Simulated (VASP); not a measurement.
**YAl3N4: single point with PBE**

The system is YAl3N4.

```
CELL_PARAMETERS angstrom
-2.24229 2.24229 4.16001
2.24229 -2.24229 4.16001
2.24229 2.24229 -4.16001
ATOMIC_POSITIONS crystal
Y 0.00000 0.00000 0.00000
Al 0.50000 0.50000 0.00000
Al 0.75000 0.25000 0.50000
Al 0.25000 0.75000 0.50000
N 0.72837 0.72837 0.00000
N 0.27163 0.27163 0.00000
N 0.50000 0.00000 0.50000
N 0.00000 0.50000 0.50000
```

* Program: VASP 6.6.1
* Task: single point
* Functional: PBE
* Potentials or basis: VASP PAW PBE potentials, release 64 (Y_sv, Al, N)
* Cutoff: 520 eV
* k mesh: 8 × 8 × 8
* Occupations: gaussian, width 0.02 eV
* Spin: no spin polarisation
* Dipole correction: no
* k mesh for the DOS: 12 × 12 × 12
* Occupations for the DOS: tetrahedron
* Further INCAR settings: ALGO = Normal; EDIFF = 1e-06

| Item | Value |
| --- | --- |
| Valence electrons inside the program's atomic spheres | Y 10.71; Al 0.70, 0.63 (each value once); N 3.74, 3.77 (each value once) |

Levels at points of the mesh, in eV from the valence-band top:
```csv
k point,band 17,band 18,band 19,band 20,band 21,band 22,band 23,band 24
"(0.00, 0.00, 0.00)",-1.37,-0.88,0.00,0.00,1.83,2.21,4.65,4.92
"(0.50, 0.00, 0.00)",-1.77,-1.77,-1.03,-0.52,4.01,4.86,5.18,5.76
"(0.50, 0.50, 0.00)",-1.64,-1.58,-1.34,-1.24,3.97,5.36,5.73,6.03
"(0.50, 0.50, 0.50)",-1.93,-1.93,-0.18,-0.18,2.00,2.52,2.52,3.01
```

It took 9 min on 1 thread of Intel Xeon 8259CL, with other jobs on the host, peak memory 0.51 GiB.
